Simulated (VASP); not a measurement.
A run of VASP 6.6.1 is set up as follows.

The input INCAR:

```
ALGO = Normal ; EDIFF = 1E-7
ENCUT = 520 ; GGA = PS
ISIF = 2 ; ISMEAR = -1
LASPH = True ; LCHARG = True
LELF = True ; LREAL = False
LVHAR = True ; LWAVE = False
NBANDS = 22 ; NELM = 100
PREC = Accurate ; SIGMA = 0.15
```

File KPOINTS:

```
k-points
0
Gamma
  11 11 4
```

File POSCAR:

```
ReB2
1.0
    2.8756290999      0.0000000000      0.0000000000
   -1.4378145499      2.4903681786      0.0000000000
    0.0000000000      0.0000000000      7.4151566927
Re B
2 4
Direct
    0.3333333333      0.6666666667      0.2500000000
    0.6666666667      0.3333333333      0.7500000000
    0.3333333333      0.6666666667      0.5480000000
    0.6666666667      0.3333333333      0.0480000000
    0.3333333333      0.6666666667      0.9520000000
    0.6666666667      0.3333333333      0.4520000000
```

Potentials or basis: VASP PAW PBE potentials, release 64 (Re, B).

The run is started by

```sh
$ cat potpaw_PBE.64/Re/POTCAR potpaw_PBE.64/B/POTCAR > POTCAR
$ mpirun -np 1 vasp_std > vasp.out
```

Estimate the pressure.

7.8 GPa.

Predict the largest force.

0.006 eV/Å.

Stress tensor (GPa, compression positive):
```
 6.63  0.00  0.00
 0.00  6.63  0.00
 0.00  0.00 10.25
```

Caveat: the cell stands under pressure; the PAW data sets were made with another functional, which shifts forces and pressure a little.
